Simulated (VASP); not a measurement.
Wanted: the native input for a VASP 6.6.1 run.

- Task: single point
- Functional: PBEsol
- Potentials or basis: VASP PAW PBE potentials, release 64 (Ga_d, Sb, P)
- Cutoff: 520 eV
- k mesh: 4 × 4 × 4
- Occupations: gaussian, width 0.01 eV
- Spin: no spin polarisation
- Dipole correction: no
- Further INCAR settings: LREAL = Auto; ALGO = Normal; EDIFF = 1e-06; NBANDS = 86

The structure of Ga4SbP3 lies in POSCAR:

```
Ga4SbP3
1.0
    0.0000000000      5.6073345984      5.6073345984
    5.6073345984      0.0000000000      5.6073345984
    5.6073345984      5.6073345984      0.0000000000
Ga Sb P
8 2 6
Direct
   -0.0062401310     -0.0062401310     -0.0062401310
   -0.0062401310     -0.0062401310      0.5187203930
   -0.0062401310      0.5187203930     -0.0062401310
    0.0187203930      0.4937598690      0.4937598690
    0.5187203930     -0.0062401310     -0.0062401310
    0.4937598690      0.0187203930      0.4937598690
    0.4937598690      0.4937598690      0.0187203930
    0.4937598690      0.4937598690      0.4937598690
    0.1250000000      0.1250000000      0.1250000000
    0.6250000000      0.6250000000      0.6250000000
    0.1250000000      0.1250000000      0.6250000000
    0.1250000000      0.6250000000      0.1250000000
    0.1250000000      0.6250000000      0.6250000000
    0.6250000000      0.1250000000      0.1250000000
    0.6250000000      0.1250000000      0.6250000000
    0.6250000000      0.6250000000      0.1250000000
```

The input as run:

INCAR

```
SYSTEM = Ga4SbP3
ALGO = Normal
EDIFF = 1E-6
ENCUT = 520
GGA = PS
ISIF = 2
ISMEAR = 0
LASPH = .TRUE.
LCHARG = .FALSE.
LREAL = Auto
LWAVE = .FALSE.
NBANDS = 86
NELM = 100
PREC = Accurate
SIGMA = 0.01
```

KPOINTS

```
k-points
0
G
  4 4 4
  0 0 0
```

Potentials or basis: VASP PAW PBE potentials, release 64 (Ga_d, Sb, P).

Run with:

```sh
$ cat potpaw_PBE.64/Ga_d/POTCAR potpaw_PBE.64/Sb/POTCAR potpaw_PBE.64/P/POTCAR > POTCAR
$ mpirun -np 1 vasp_std > vasp.out
```

Results of the run:

```
Pressure               : 0.0 GPa
Largest force          : 0.014 eV/Å
Band gap on the k mesh : 0.34 eV
```

Caveat: the PAW data sets were made with another functional, which shifts forces and pressure a little; spin-orbit coupling is left out, which moves the levels of the heavy elements.

It took 7.7 min on 1 thread of AMD EPYC 7R43 64-Core Processor (Zen 3), on a shared host, peak memory 0.52 GiB.
